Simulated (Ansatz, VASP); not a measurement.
**One calculation of CdSe, two programs**

```
Cd Se
1.0
     4.08357    0.00000    0.00000
    -2.04179    3.53648    0.00000
     0.00000    0.00000    6.83982
Cd Se
2 2
Direct
  0.66667 0.33333 0.00000
  0.33333 0.66667 0.50000
  0.66667 0.33333 0.37500
  0.33333 0.66667 0.87500
```

Change from the starting cell: strain -0.050 along x and y, -0.025 along z, atoms carried along.

Alike in both runs: task single point; functional r2SCAN; k mesh 6 × 6 × 4; occupations gaussian, width 0.05 eV; no spin polarisation.

|  | VASP | Ansatz |
| --- | --- | --- |
| version | VASP 6.6.1 | Ansatz 0.2.0 |
| potentials or method | VASP PAW PBE potentials, release 64 (Cd, Se), cutoff 520 eV | scalar-relativistic, plane waves, PAW |
| valence electrons in the cell | 36 | 72 |

```csv
,VASP,Ansatz,Ansatz less VASP
gap on the k mesh at the Fermi level (eV),1.40,1.40,+0.004
least direct gap on the mesh (eV),1.40,1.40,+0.004
pressure (GPa),12.0,11.5,-0.51
"traceless stress, the component that is largest in VASP (GPa)",-2.47,-2.42,+0.044
rms of the force components (eV/Å),0.204,0.197,-0.0061
```

VASP's potentials were made for PBE, not for r2SCAN. Atom by atom the forces differ by 0.006 eV/Å (rms over components). VASP's potentials hold 36 valence electrons a cell and Ansatz's 72, so a difference there can come from the potentials and not from the codes.
